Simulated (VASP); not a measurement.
Input of a VASP 6.6.1 run:

File INCAR:

```
SYSTEM = Ga
PREC = Accurate ; ENCUT = 500
EDIFF = 1E-6 ; ISMEAR = 0
SIGMA = 0.1 ; LREAL = .False.
LASPH = .True. ; NELM = 120
ALGO = Normal ; ISIF = 2
LWAVE = .False. ; LCHARG = .True.
GGA = PS ; LELF = .True.
LVHAR = .True. ; NBANDS = 20
GGA_COMPAT = .False.
```

Contents of KPOINTS:

```
Automatic mesh
0
Gamma
  6 6 4
  0 0 0
```

POSCAR

```
Ga
1.0
    3.0990847592      0.0000000000      0.0000000000
   -1.5495423796      2.6838861299      0.0000000000
    0.0000000000      0.0000000000      5.0299786901
Ga
2
Direct
    0.3333333333      0.6666666667      0.2500000000
    0.6666666667      0.3333333333      0.7500000000
```

Potentials or basis: VASP PAW PBE potentials, release 64 (Ga_d).

Command:

```console
$ cat potpaw_PBE.64/Ga_d/POTCAR > POTCAR
$ mpirun -np 1 vasp_std > vasp.out
```

(1) Estimate the band gap on the k mesh.

(2) Estimate the pressure.

## Answers

(1) zero (band 13 reaches 8.34 eV, above the bottom of band 14 at 1.72 eV).

(2) -6.9 GPa.

Caveat: the k points lie up to 0.39 Å⁻¹ apart; the PAW data sets were made with another functional, which shifts forces and pressure a little.
